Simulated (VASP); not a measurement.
# BN (P6_3mc) in VASP: a series of runs

BN is run at these levels: PBE; tasks: single point.

Program: VASP 6.6.1. These are calculated values, not measurements. Logs are shortened: lines on timing, memory, paths and dates and some standing lists are left out, and cuts for length are marked.

### 1 The cell of the first run

It takes space group P6_3mc (No. 186, hexagonal). Conventional cell: a = 2.544 Å, b = 2.544 Å, c = 4.208 Å, α = 90.00°, β = 90.00°, γ = 120.00°. B (site symmetry 3m) has 4 N at 1.56 to 1.58 Å within 2.1 Å. Within 2.1 Å of N (site symmetry 3m) lie 4 B at 1.56 to 1.58 Å.

### 2 Single point, PBE

File INCAR:

```
  PREC = Accurate
  ENCUT = 520
  EDIFF = 1E-6
  ISMEAR = 0
  SIGMA = 0.01
  LREAL = F
  LASPH = T
  NELM = 80
  ALGO = Normal
  ISIF = 2
  LWAVE = F
  LCHARG = T
  GGA = PE
  LELF = T
  LVHAR = T
  NBANDS = 16
```

File KPOINTS:

```
regular mesh
0
Gamma
  6 6 4
```

File POSCAR:

```
BN
1.0
    2.5439499996      0.0000000000      0.0000000000
   -1.2719749998      2.2031253256      0.0000000000
    0.0000000000      0.0000000000      4.2078153415
B N
2 2
Direct
    0.3333333333      0.6666666667      0.0002034650
    0.6666666667      0.3333333333      0.5002034650
    0.3333333333      0.6666666667      0.3747965350
    0.6666666667      0.3333333333      0.8747965350
```

Potentials or basis: VASP PAW PBE potentials, release 64 (B, N).

Run with:

```bash
$ cat potpaw_PBE.64/B/POTCAR potpaw_PBE.64/N/POTCAR > POTCAR
$ mpirun -np 1 vasp_std > vasp.out
```

OUTCAR:

```text
PREC = Accurate
   ENCUT = 520
   EDIFF = 1E-6
   ISMEAR = 0
   LREAL = F
   LASPH = T
   NELM = 80
   ISIF = 2
   GGA = PE

 ion  position               nearest neighbor table
   1  0.333  0.667  0.000-   4 1.56   4 1.56   4 1.56   3 1.58
   2  0.667  0.333  0.500-   3 1.56   3 1.56   3 1.56   4 1.58
   3  0.333  0.667  0.375-   2 1.56   2 1.56   2 1.56   1 1.58
   4  0.667  0.333  0.875-   1 1.56   1 1.56   1 1.56   2 1.58

  LATTYP: Found a hexagonal cell.
 ALAT       =     2.5439499996
 C/A-ratio  =     1.6540479735

  Lattice vectors:

 A1 = (   2.5439499996,   0.0000000000,   0.0000000000)
 A2 = (  -1.2719749998,   2.2031253256,   0.0000000000)
 A3 = (   0.0000000000,   0.0000000000,   4.2078153415)

Analysis of symmetry for initial positions (statically):
=====================================================================
 Subroutine PRICEL returns:
 Original cell was already a primitive cell.

 Routine SETGRP: Setting up the symmetry group for a
 hexagonal supercell.

 Subroutine GETGRP returns: Found 12 space group operations
 (whereof  6 operations were pure point group operations)
 out of a pool of 24 trial point group operations.

The static configuration has the point symmetry C_3v.
 The point group associated with its full space group is C_6v.

Analysis of symmetry for dynamics (positions and initial velocities):
=====================================================================
 Subroutine PRICEL returns:
 Original cell was already a primitive cell.

 Routine SETGRP: Setting up the symmetry group for a
 hexagonal supercell.

 Subroutine GETGRP returns: Found 12 space group operations
 (whereof  6 operations were pure point group operations)
 out of a pool of 24 trial point group operations.

The dynamic configuration has the point symmetry C_3v.
 The point group associated with its full space group is C_6v.

 Subroutine INISYM returns: Found 12 space group operations
 (whereof  6 operations are pure point group operations),
 and found     1 'primitive' translations

----------------------------------------------------------------------------------------

[... 89 lines left out ...]
   LASPH  =      T    aspherical Exc in radial PAW
   ENCUT  =  520.0 eV  38.22 Ry    6.18 a.u.   4.73  4.73  7.82*2*pi/ulx,y,z
   NELM   =     80;   NELMIN=  2; NELMDL= -5     # of ELM steps
   EDIFF  = 0.1E-05   stopping-criterion for ELM
   LREAL  =      F    real-space projection
   EDIFFG = 0.1E-04   stopping-criterion for IOM
   NSW    =      0    number of steps for IOM
   IBRION =     -1    ionic relax: 0-MD 1-quasi-New 2-CG
   NFREE  =      0    steps in history (QN), initial steepest desc. (CG)
   ISIF   =      2    stress and relaxation
   ISYM   =      2    0-nonsym 1-usesym 2-fastsym
   POTIM  = 0.5000    time-step for ionic-motion
   TEBEG  =    0.0;   TEEND  =   0.0 temperature during run
   PSTRESS=    0.0 pullay stress
   NELECT =      16.0000    total number of electrons
   NUPDOWN=      -1.0000    fix difference up-down
   EMIN   =  10.00;   EMAX   =-10.00  energy-range for DOS
   EFERMI =   0.00;   METHOD = LEGACY
   ISMEAR =     0;   SIGMA  =   0.01  broadening in eV -4-tet -1-fermi 0-gaus
   EFERMI_NEDOS =   21; number of points for ismear=-14 and -15
   IALGO  =     38    algorithm
   IMIX   =      4    mixing-type and parameters
     AMIX     =   0.40;   BMIX     =  1.00
     AMIX_MAG =   1.60;   BMIX_MAG =  1.00
  volume/ion in A,a.u.               =       5.90        39.79
  Fermi-wavevector in a.u.,A,eV,Ry     =   1.438512  2.718393 28.154745  2.069315
  Thomas-Fermi vector in A             =   2.557470
   LORBIT       =      0    0 simple, 1 ext, 2 COOP (PROOUT), +10 PAW based schemes
   GGA     = PE    functional components
   LHFCALC =     F    Hartree Fock is set to
   AEXX    =    0.0000 exact exchange contribution
   IVDW    =     0    specifies the selected vdW correction
   LEPSILON=     F    determine dielectric tensor
   LRPA    =     F    only Hartree local field effects (RPA)
 non-spin polarized calculation
 Gauss-broadening in eV      SIGMA  =   0.01
  energy-cutoff  :      520.00
  volume of cell :       23.58
 maximum number of plane-waves:       652
 NGX is ok and might be reduce to    20
   NGX =  9   NGY =  9   NGZ = 15

 number of electron      16.0000000 magnetization

 Free energy of the ion-electron system (eV)
  ---------------------------------------------------
  ext. energy  EPLUGINS =         0.00000000
  ---------------------------------------------------
  free energy    TOTEN  =       -34.82331797 eV

  energy without entropy =      -34.82331797  energy(sigma->0) =      -34.82331797

 E-fermi :   7.6264     XC(G=0): -12.8215

 val. band max:        7.5843768228   @ k =   0.0000   0.0000   0.0000
 cond. band min:      12.7727714520   @ k =   0.3333   0.3333   0.0000
 fundamental gap:      5.1883946292
 Fermi energy:         7.6263692955

 k-point     1 :       0.0000    0.0000    0.0000
  band No.  band energies     occupation
      1     -12.8445      2.00000
      2      -8.6810      2.00000
      3      -3.3534      2.00000
      4       5.4560      2.00000
      5       5.4560      2.00000
      6       7.3160      2.00000
[... 376 lines left out ...]
      3      -1.2625      2.00000
      4      -1.2625      2.00000
      5      -0.1660      2.00000
      6      -0.1660      2.00000
[... 8 lines left out ...]
     15      24.2871      0.00000
     16      24.2871      0.00000

------------------------ aborting loop because EDIFF is reached ----------------------------------------

  FORCE on cell =-STRESS in cart. coord.  units (eV):
  Direction    XX          YY          ZZ          XY          YZ          ZX
  --------------------------------------------------------------------------------------
  -------------------------------------------------------------------------------------
  Total        0.7433446      0.7433446      0.7022101      0.0000000      0.0000000      0.0000000
  in kB       50.5005761     50.5005761     47.7060245      0.0000000      0.0000000      0.0000000
  external PRESSURE =      49.5690589 kB  Pullay stress =       0.0000000 kB

 VOLUME and BASIS-vectors are now :
 -----------------------------------------------------------------------------
  energy-cutoff  :      520.00
  volume of cell :       23.58
      direct lattice vectors                 reciprocal lattice vectors
     2.543950000  0.000000000  0.000000000     0.393089487  0.226950321  0.000000000
    -1.271975000  2.203125326  0.000000000     0.000000000  0.453900642  0.000000000
     0.000000000  0.000000000  4.207815341     0.000000000  0.000000000  0.237653014

 POSITION                                       TOTAL-FORCE (eV/Angst)
 -----------------------------------------------------------------------------------
     -0.00000      1.46875      0.00086        -0.000000     -0.000000      0.004134
      1.27197      0.73438      2.10476        -0.000000      0.000000      0.004134
     -0.00000      1.46875      1.57707        -0.000000      0.000000     -0.004134
      1.27197      0.73438      3.68098         0.000000      0.000000     -0.004134
 -----------------------------------------------------------------------------------
    total drift:                               -0.000000     -0.000000     -0.000416

  FREE ENERGIE OF THE ION-ELECTRON SYSTEM (eV)
  ---------------------------------------------------
  free  energy   TOTEN  =       -34.8233179732 eV

  energy  without entropy=      -34.8233179732  energy(sigma->0) =      -34.82331797
```

Run time: 16 s. Hardware: 1 thread of AMD EPYC 7R13, shared host; peak memory 0.1 GiB.

Results:

* Free energy: -34.8233 eV
* Pressure: 5.0 GPa
* Largest force: 0.004 eV/Å
* Band gap on the k mesh: 5.19 eV, indirect (least direct gap 8.32 eV)

Forces in eV/Å, atoms in the order of the input:
```
B    0.000  0.000  0.004
B    0.000  0.000  0.004
N    0.000  0.000 -0.004
N    0.000  0.000 -0.004
```

Levels at points of the mesh, in eV from the valence-band top:
```
           k point  band 6  band 7  band 8  band 9  band 10  band 11
(0.00, 0.00, 0.00)   -0.27    0.00    0.00    8.38     8.38     8.62
(0.50, 0.00, 0.00)   -5.00   -4.42   -2.12    6.72     7.98    10.62
(0.00, 0.00, 0.50)   -1.18   -1.18   -1.18    9.52     9.52     9.94
(0.50, 0.00, 0.50)   -3.78   -3.58   -3.58    6.60     6.60    10.06
```

Caveat: the k points lie up to 0.48 Å⁻¹ apart.

### 3 Single point, PBE (uniaxial z strain -4.0%)

File INCAR:

```
PREC = Accurate
ENCUT = 520
EDIFF = 1E-6
ISMEAR = 0
SIGMA = 0.01
LREAL = F
LASPH = T
NELM = 80
ALGO = Normal
ISIF = 2
LWAVE = F
LCHARG = F
GGA = PE
NBANDS = 16
```

File KPOINTS:

```
Automatic mesh
0
Gamma
  6 6 4
```

File POSCAR:

```
BN
1.0
    2.5439499996      0.0000000000      0.0000000000
   -1.2719749998      2.2031253256      0.0000000000
    0.0000000000      0.0000000000      4.0395027278
B N
2 2
Direct
    0.3333333333      0.6666666667     -0.0003699905
    0.6666666667      0.3333333333      0.4996300095
    0.3333333333      0.6666666667      0.3753699905
    0.6666666667      0.3333333333      0.8753699905
```

Potentials or basis: VASP PAW PBE potentials, release 64 (B, N).

Run with:

```bash
$ cat potpaw_PBE.64/B/POTCAR potpaw_PBE.64/N/POTCAR > POTCAR
$ mpirun -np 1 vasp_std > vasp.out
```

OUTCAR:

```text
PREC = Accurate
   ENCUT = 520
   EDIFF = 1E-6
   ISMEAR = 0
   LREAL = F
   LASPH = T
   NELM = 80
   ISIF = 2
   GGA = PE

 ion  position               nearest neighbor table
   1  0.333  0.667  1.000-   3 1.52   4 1.55   4 1.55   4 1.55
   2  0.667  0.333  0.500-   4 1.52   3 1.55   3 1.55   3 1.55
   3  0.333  0.667  0.375-   1 1.52   2 1.55   2 1.55   2 1.55
   4  0.667  0.333  0.875-   2 1.52   1 1.55   1 1.55   1 1.55

  LATTYP: Found a hexagonal cell.
 ALAT       =     2.5439499996
 C/A-ratio  =     1.5878860545

  Lattice vectors:

 A1 = (   2.5439499996,   0.0000000000,   0.0000000000)
 A2 = (  -1.2719749998,   2.2031253256,   0.0000000000)
 A3 = (   0.0000000000,   0.0000000000,   4.0395027278)

Analysis of symmetry for initial positions (statically):
=====================================================================
 Subroutine PRICEL returns:
 Original cell was already a primitive cell.

 Routine SETGRP: Setting up the symmetry group for a
 hexagonal supercell.
[... 169 lines left out ...]

 E-fermi :   8.1224     XC(G=0): -13.0191

 val. band max:        8.0607396959   @ k =   0.0000   0.0000   0.0000
 cond. band min:      13.4000096031   @ k =   0.3333   0.3333   0.0000
 fundamental gap:      5.3392699072
 Fermi energy:         8.1223690135

 k-point     1 :       0.0000    0.0000    0.0000
  band No.  band energies     occupation
      1     -12.8103      2.00000
      2      -8.0742      2.00000
      3      -3.1089      2.00000
      4       5.5279      2.00000
      5       5.5279      2.00000
      6       7.9484      2.00000
[... 376 lines left out ...]
      3      -1.1397      2.00000
      4      -1.1397      2.00000
      5       0.0729      2.00000
      6       0.0729      2.00000
[... 8 lines left out ...]
     15      25.2567      0.00000
     16      25.2567      0.00000

------------------------ aborting loop because EDIFF is reached ----------------------------------------

  FORCE on cell =-STRESS in cart. coord.  units (eV):
  Direction    XX          YY          ZZ          XY          YZ          ZX
  --------------------------------------------------------------------------------------
  -------------------------------------------------------------------------------------
  Total        1.1658590      1.1658590      7.4988278      0.0000000      0.0000000      0.0000000
  in kB       82.5051294     82.5051294    530.6745801      0.0000000      0.0000000      0.0000000
  external PRESSURE =     231.8949463 kB  Pullay stress =       0.0000000 kB

 VOLUME and BASIS-vectors are now :
 -----------------------------------------------------------------------------
  energy-cutoff  :      520.00
  volume of cell :       22.64
      direct lattice vectors                 reciprocal lattice vectors
     2.543950000  0.000000000  0.000000000     0.393089487  0.226950321  0.000000000
    -1.271975000  2.203125326  0.000000000     0.000000000  0.453900642  0.000000000
     0.000000000  0.000000000  4.039502728     0.000000000  0.000000000  0.247555223

 POSITION                                       TOTAL-FORCE (eV/Angst)
 -----------------------------------------------------------------------------------
     -0.00000      1.46875      4.03801         0.000000      0.000000     -0.063434
      1.27197      0.73438      2.01826        -0.000000     -0.000000     -0.063434
     -0.00000      1.46875      1.51631         0.000000      0.000000      0.063434
      1.27197      0.73438      3.53606        -0.000000     -0.000000      0.063434
 -----------------------------------------------------------------------------------
    total drift:                               -0.000000     -0.000000      0.000464

  FREE ENERGIE OF THE ION-ELECTRON SYSTEM (eV)
  ---------------------------------------------------
  free  energy   TOTEN  =       -34.6579151504 eV

  energy  without entropy=      -34.6579151504  energy(sigma->0) =      -34.65791515
```

Run time: 14 s. Hardware: 1 thread of AMD EPYC 7R13, shared host; peak memory 0.1 GiB.

Results:

* Free energy: -34.6579 eV
* Pressure: 23.2 GPa
* Largest force: 0.063 eV/Å
* Band gap on the k mesh: 5.34 eV, indirect (least direct gap 8.19 eV)

Forces in eV/Å, atoms in the order of the input:
```
B    0.000  0.000 -0.063
B    0.000  0.000 -0.063
N    0.000  0.000  0.063
N    0.000  0.000  0.063
```

Caveat: the k points lie up to 0.48 Å⁻¹ apart; the cell differs from its parent crystal (uniaxial z strain -4.0%). A k mesh can miss the band edges.

(Continued in part 2 of 2.)
